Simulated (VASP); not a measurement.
# Ru (P6_3/mmc) in VASP: a series of runs, part 2 of 3

VASP 6.6.1. The steps go on from the part before.

## (3) Single point, PBE (12.66 Å³/atom)

Contents of INCAR:

```
SYSTEM = Ru
PREC = Accurate ; ENCUT = 520
EDIFF = 1E-7 ; ISMEAR = 0
SIGMA = 0.15 ; LREAL = .FALSE.
LASPH = .TRUE. ; NELM = 100
ALGO = Fast ; ISIF = 2
LWAVE = .FALSE. ; LCHARG = .FALSE.
GGA = PE ; NBANDS = 21
```

Contents of KPOINTS:

```
regular mesh
0
G
  21 21 12
  0 0 0
```

Contents of POSCAR:

```
Ru
1.0
    2.6452645071      0.0000000000      0.0000000000
   -1.3226322536      2.2908662628      0.0000000000
    0.0000000000      0.0000000000      4.1789142874
Ru
2
Direct
    0.3333333333      0.6666666667      0.2500000000
    0.6666666667      0.3333333333      0.7500000000
```

Potentials or basis: VASP PAW PBE potentials, release 64 (Ru_pv).

Run with:

```bash
> cat potpaw_PBE.64/Ru_pv/POTCAR > POTCAR
> mpirun -np 1 vasp_std > vasp.out
```

OUTCAR:

```text
SYSTEM = Ru
   PREC = Accurate
   ENCUT = 520
   EDIFF = 1E-7
   ISMEAR = 0
   LREAL = .FALSE.
   LASPH = .TRUE.
   NELM = 100
   ISIF = 2
   GGA = PE

 ion  position               nearest neighbor table
   1  0.333  0.667  0.250-   2 2.59   2 2.59   2 2.59   2 2.59   2 2.59   2 2.59
   2  0.667  0.333  0.750-   1 2.59   1 2.59   1 2.59   1 2.59   1 2.59   1 2.59

  LATTYP: Found a hexagonal cell.
 ALAT       =     2.6452645071
 C/A-ratio  =     1.5797718059

  Lattice vectors:

 A1 = (   2.6452645071,   0.0000000000,   0.0000000000)
 A2 = (  -1.3226322536,   2.2908662628,   0.0000000000)
 A3 = (   0.0000000000,   0.0000000000,   4.1789142874)

Analysis of symmetry for initial positions (statically):
=====================================================================
 Subroutine PRICEL returns:
 Original cell was already a primitive cell.

 Routine SETGRP: Setting up the symmetry group for a
 hexagonal supercell.

 Subroutine GETGRP returns: Found 24 space group operations
 (whereof 12 operations were pure point group operations)
 out of a pool of 24 trial point group operations.

The static configuration has the point symmetry D_3d.
 The point group associated with its full space group is D_6h.

Analysis of symmetry for dynamics (positions and initial velocities):
=====================================================================
 Subroutine PRICEL returns:
 Original cell was already a primitive cell.

 Routine SETGRP: Setting up the symmetry group for a
 hexagonal supercell.

 Subroutine GETGRP returns: Found 24 space group operations
 (whereof 12 operations were pure point group operations)
 out of a pool of 24 trial point group operations.

The dynamic configuration has the point symmetry D_3d.
 The point group associated with its full space group is D_6h.

 Subroutine INISYM returns: Found 24 space group operations
 (whereof 12 operations are pure point group operations),
 and found     1 'primitive' translations

----------------------------------------------------------------------------------------

                                     Primitive cell

  volume of cell :      25.3240

  direct lattice vectors                    reciprocal lattice vectors
     2.645264507  0.000000000  0.000000000     0.378034029  0.218258049  0.000000000
    -1.322632254  2.290866263  0.000000000     0.000000000  0.436516097  0.000000000
     0.000000000  0.000000000  4.178914287     0.000000000  0.000000000  0.239296605

  length of vectors
     2.645264507  2.645264507  4.178914287     0.436516097  0.436516097  0.239296605

  position of ions in fractional coordinates (direct lattice)
     0.333333333  0.666666667  0.250000000
     0.666666667  0.333333333  0.750000000

  ion indices of the primitive-cell ions
   primitive index   ion index
                 1           1
                 2           2

----------------------------------------------------------------------------------------

 KPOINTS: regular mesh

Automatic generation of k-mesh.
 Grid dimensions read from file:
 generate k-points for:   21   21   12

 Generating k-lattice:

  Cartesian coordinates                     Fractional coordinates (reciprocal lattice)
     0.018001620  0.010393240  0.000000000     0.047619048  0.000000000  0.000000000
     0.000000000  0.020786481  0.000000000     0.000000000  0.047619048  0.000000000
     0.000000000  0.000000000  0.019941384     0.000000000  0.000000000  0.083333333

  Length of vectors
     0.020786481  0.020786481  0.019941384

  Shift w.r.t. Gamma in fractional coordinates (k-lattice)
     0.000000000  0.000000000  0.000000000

 Subroutine IBZKPT returns following result:
 ===========================================

 Found    336 irreducible k-points:

 Following reciprocal coordinates:
            Coordinates               Weight
  0.000000  0.000000  0.000000      1.000000
  0.047619 -0.000000  0.000000      6.000000
  0.095238 -0.000000  0.000000      6.000000
  0.142857 -0.000000  0.000000      6.000000
  0.190476 -0.000000  0.000000      6.000000
  0.238095 -0.000000  0.000000      6.000000
[... 16 lines left out ...]
  0.142857  0.095238  0.000000     12.000000
  0.190476  0.095238  0.000000     12.000000
 [... further k-points ...]
   k-points           NKPTS =    336   k-points in BZ     NKDIM =    336   number of bands    NBANDS=     21
   number of dos      NEDOS =    301   number of ions     NIONS =      2
   total plane-waves  NPLWV =  12800
   dimension x,y,z NGX =    20 NGY =   20 NGZ =   32
   dimension x,y,z NGXF=    40 NGYF=   40 NGZF=   64
   ions per type =               2
   NGX,Y,Z   is equivalent  to a cutoff of  12.57, 12.57, 12.73 a.u.
   NGXF,Y,Z  is equivalent  to a cutoff of  25.14, 25.14, 25.46 a.u.
 SYSTEM =  Ru
   PREC   = accura    normal or accurate (medium, high low for compatibility)
   ISTART =      0    job   : 0-new  1-cont  2-samecut
   ICHARG =      2    charge: 1-file 2-atom 10-const
   ISPIN  =      1    spin polarized calculation?
   LNONCOLLINEAR =      F non collinear calculations
   LSORBIT =      F    spin-orbit coupling
   LASPH  =      T    aspherical Exc in radial PAW
   ENCUT  =  520.0 eV  38.22 Ry    6.18 a.u.   4.92  4.92  7.77*2*pi/ulx,y,z
   NELM   =    100;   NELMIN=  2; NELMDL= -5     # of ELM steps
   EDIFF  = 0.1E-06   stopping-criterion for ELM
   LREAL  =      F    real-space projection
   EDIFFG = 0.1E-05   stopping-criterion for IOM
   NSW    =      0    number of steps for IOM
   IBRION =     -1    ionic relax: 0-MD 1-quasi-New 2-CG
   NFREE  =      0    steps in history (QN), initial steepest desc. (CG)
   ISIF   =      2    stress and relaxation
   ISYM   =      2    0-nonsym 1-usesym 2-fastsym
   POTIM  = 0.5000    time-step for ionic-motion
   TEBEG  =    0.0;   TEEND  =   0.0 temperature during run
   PSTRESS=    0.0 pullay stress
   NELECT =      28.0000    total number of electrons
   NUPDOWN=      -1.0000    fix difference up-down
   EMIN   =  10.00;   EMAX   =-10.00  energy-range for DOS
   EFERMI =   0.00;   METHOD = LEGACY
   ISMEAR =     0;   SIGMA  =   0.15  broadening in eV -4-tet -1-fermi 0-gaus
   EFERMI_NEDOS =   21; number of points for ismear=-14 and -15
   IALGO  =     68    algorithm
   IMIX   =      4    mixing-type and parameters
     AMIX     =   0.40;   BMIX     =  1.00
     AMIX_MAG =   1.60;   BMIX_MAG =  1.00
  volume/ion in A,a.u.               =      12.66        85.45
  Fermi-wavevector in a.u.,A,eV,Ry     =   1.692843  3.199010 38.990463  2.865718
  Thomas-Fermi vector in A             =   2.774356
   LORBIT       =      0    0 simple, 1 ext, 2 COOP (PROOUT), +10 PAW based schemes
   GGA     = PE    functional components
   LHFCALC =     F    Hartree Fock is set to
   AEXX    =    0.0000 exact exchange contribution
   IVDW    =     0    specifies the selected vdW correction
   LEPSILON=     F    determine dielectric tensor
   LRPA    =     F    only Hartree local field effects (RPA)
 non-spin polarized calculation
 RMM-DIIS sequential band-by-band and
 Gauss-broadening in eV      SIGMA  =   0.15
  energy-cutoff  :      520.00
  volume of cell :       25.32
 maximum number of plane-waves:       699
 NGX is ok and might be reduce to    20
   NGX =  9   NGY =  9   NGZ = 15

 number of electron      27.9999994 magnetization

 Free energy of the ion-electron system (eV)
  ---------------------------------------------------
  ext. energy  EPLUGINS =         0.00000000
  ---------------------------------------------------
  free energy    TOTEN  =       -18.27270033 eV

  energy without entropy =      -18.25473882  energy(sigma->0) =      -18.26371957

 E-fermi :  14.1733     XC(G=0): -14.5575

 val. band max:       14.1728926383   @ k =   0.1905   0.0952   0.2500
 cond. band min:      14.1773222235   @ k =   0.2381   0.0476   0.0000
 fundamental gap:      0.0044295852
 Fermi energy:        14.1732569434

 k-point     1 :       0.0000    0.0000    0.0000
  band No.  band energies     occupation
      1     -29.7875      2.00000
      2     -28.6149      2.00000
      3     -28.6149      2.00000
      4     -28.4023      2.00000
      5     -28.4023      2.00000
      6     -28.3477      2.00000
[... 13 lines left out ...]
     20      24.4982      0.00000
     21      25.3933      0.00000

 k-point     2 :       0.0476   -0.0000    0.0000
  band No.  band energies     occupation
      1     -29.7778      2.00000
      2     -28.6359      2.00000
      3     -28.6220      2.00000
      4     -28.4243      2.00000
      5     -28.4050      2.00000
      6     -28.3522      2.00000
[... 520 lines left out ...]
 k-point    24 :       0.1905    0.0952    0.0000
  band No.  band energies     occupation
      1     -29.5405      2.00000
      2     -29.0543      2.00000
      3     -28.9341      2.00000
      4     -28.7276      2.00000
      5     -28.5041      2.00000
      6     -28.4744      2.00000
[... 13 lines left out ...]
     20      24.4980      0.00000
     21      24.9949      0.00000

 [... further k-points ...]
[... 5 lines left out ...]
  --------------------------------------------------------------------------------------
  -------------------------------------------------------------------------------------
  Total        4.9977976      4.9977976      5.1957401     -0.0000000      0.0000000     -0.0000000
  in kB      316.1964135    316.1964135    328.7196732     -0.0000000      0.0000000     -0.0000000
  external PRESSURE =     320.3708334 kB  Pullay stress =       0.0000000 kB

 VOLUME and BASIS-vectors are now :
 -----------------------------------------------------------------------------
  energy-cutoff  :      520.00
  volume of cell :       25.32
      direct lattice vectors                 reciprocal lattice vectors
     2.645264507  0.000000000  0.000000000     0.378034029  0.218258049  0.000000000
    -1.322632254  2.290866263  0.000000000     0.000000000  0.436516097  0.000000000
     0.000000000  0.000000000  4.178914287     0.000000000  0.000000000  0.239296605

 POSITION                                       TOTAL-FORCE (eV/Angst)
 -----------------------------------------------------------------------------------
     -0.00000      1.52724      1.04473         0.000000      0.000000      0.000000
      1.32263      0.76362      3.13419        -0.000000     -0.000000      0.000000
 -----------------------------------------------------------------------------------
    total drift:                               -0.000000      0.000000     -0.000000

  FREE ENERGIE OF THE ION-ELECTRON SYSTEM (eV)
  ---------------------------------------------------
  free  energy   TOTEN  =       -18.2727003254 eV

  energy  without entropy=      -18.2547388179  energy(sigma->0) =      -18.26371957
```

OSZICAR:

```text
N       E                     dE             d eps       ncg     rms          rms(c)
DAV:   1     0.290736192701E+03    0.29074E+03   -0.17609E+04 14144   0.150E+03
DAV:   2    -0.135640788003E+02   -0.30430E+03   -0.29482E+03 14472   0.451E+02
DAV:   3    -0.194891089385E+02   -0.59250E+01   -0.58931E+01 16787   0.706E+01
DAV:   4    -0.195312663568E+02   -0.42157E-01   -0.42096E-01 17326   0.578E+00
DAV:   5    -0.195317456798E+02   -0.47932E-03   -0.47552E-03 16073   0.561E-01    0.211E+01
RMM:   6    -0.183792466721E+02    0.11525E+01   -0.23487E+00 14446   0.130E+01    0.661E+00
RMM:   7    -0.182801486071E+02    0.99098E-01   -0.39481E-01 15488   0.490E+00    0.126E+00
RMM:   8    -0.182725742310E+02    0.75744E-02   -0.25279E-02 16020   0.150E+00    0.355E-01
RMM:   9    -0.182726869029E+02   -0.11267E-03   -0.24808E-03 16135   0.439E-01    0.810E-02
RMM:  10    -0.182727057288E+02   -0.18826E-04   -0.33588E-04 16489   0.157E-01    0.286E-02
RMM:  11    -0.182727013447E+02    0.43841E-05   -0.70483E-05 17049   0.620E-02    0.590E-03
RMM:  12    -0.182726998714E+02    0.14733E-05   -0.13507E-05 17484   0.265E-02    0.259E-03
RMM:  13    -0.182727003133E+02   -0.44187E-06   -0.17929E-06 17372   0.100E-02    0.616E-04
RMM:  14    -0.182727003254E+02   -0.12130E-07   -0.28949E-07 12361   0.408E-03
   1 F= -.18272700E+02 E0= -.18263720E+02  d E =-.179615E-01
```

stdout:

```text
POSCAR found type information on POSCAR Ru
 POSCAR found :  1 types and       2 ions
 scaLAPACK will be used
 LDA part: xc-table for (Slater+PW92), standard interpolation
 POSCAR, INCAR and KPOINTS ok, starting setup
 FFT: planning ... GRIDC
 FFT: planning ... GRID_SOFT
 FFT: planning ... GRID
 WAVECAR not read
 entering main loop
WARNING in EDDRMM: call to ZHEGV failed, returncode =   6  3     18
WARNING in EDDRMM: call to ZHEGV failed, returncode =   8  4     21
WARNING in EDDRMM: call to ZHEGV failed, returncode =   8  4     20
```

It took 2.4 min on 1 thread of Intel Xeon Platinum 8259CL at 2.50GHz (Skylake/Cascade Lake), shared host; peak memory 0.25 GiB.

Results:

| Property | Result |
| --- | --- |
| Free energy | -18.2727 eV |
| Pressure | 32.0 GPa |
| Band gap on the k mesh | zero (bands 14 and 15 overlap by 3.55 eV) |

Stress tensor (GPa, compression positive):
```
31.62  0.00  0.00
 0.00 31.62  0.00
 0.00  0.00 32.87
```

Caveat: the cell stands under pressure.

(Continued in part 3 of 3.)
